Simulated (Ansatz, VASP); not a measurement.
## One calculation of ZrS2, two programs

The input INCAR:

```
SYSTEM = ZrS2
PREC = Accurate
ENCUT = 500
EDIFF = 1E-6
ISMEAR = 1
SIGMA = 0.001
LREAL = .False.
LASPH = .True.
NELM = 120
ALGO = Normal
ISIF = 2
LWAVE = .False.
LCHARG = .False.
GGA = PE
NBANDS = 19
GGA_COMPAT = .False.
```

The input KPOINTS:

```
regular mesh
0
Gamma
  6 6 4
  0 0 0
```

The input POSCAR:

```
ZrS2
1.0
    3.6743990828      0.0000000000      0.0000000000
   -1.8371995414      3.1821229494      0.0000000000
    0.0000000000      0.0000000000      5.8568562426
Zr S
1 2
Direct
    0.0000000000      0.0000000000      0.0000000000
    0.3333333333      0.6666666667      0.2462324613
    0.6666666667      0.3333333333      0.7537675387
```

Input for Ansatz:

```yaml
crystal:
  lattice:
    - [3.6743990828, 0.0, 0.0]
    - [-1.8371995414, 3.1821229494, 0.0]
    - [0.0, 0.0, 5.8568562426]
  atoms:
    - { symbol: Zr, position: [0.0, 0.0, 0.0] }
    - { symbol: S, position: [0.3333333333, 0.6666666667, 0.2462324613] }
    - { symbol: S, position: [0.6666666667, 0.3333333333, 0.7537675387] }
kpoints:
  mp_grid: { grid: [6, 6, 4] }
hamiltonian:
  xc: pbe
scf:
  occupations: { method: methfessel_paxton, width: 0.001 }
  n_extra_bands: 4
output:
  forces: true
  stress: true
  eigenvalues: true
```

Alike in both runs: task single point; functional PBE; k mesh 6 × 6 × 4; occupations methfessel-paxton of order 1, width 0.001 eV; no spin polarisation.

```csv
,VASP,Ansatz
version,VASP 6.6.1,Ansatz 0.2.0
potentials or method,"VASP PAW PBE potentials, release 64 (Zr_sv, S)",plane waves
plane-wave cutoff (eV),500,420
valence electrons in the cell,24,24
```

Ansatz gave:

```
gap on the k mesh at the Fermi level (eV)                     : 0.88
pressure (GPa)                                                : 1.4
traceless stress, the component that is largest in VASP (GPa) : 0.58
rms of the force components (eV/Å)                            : 0.014
```

Task: Which values does VASP return?

Result: gap on the k mesh at the Fermi level (eV): 0.88; pressure (GPa): 1.3; traceless stress, the component that is largest in VASP (GPa): 0.61; rms of the force components (eV/Å): 0.018.

Atom by atom the forces differ by 0.003 eV/Å (rms over components). The functional is the same, so the differences come from potentials, cutoffs and numerics.
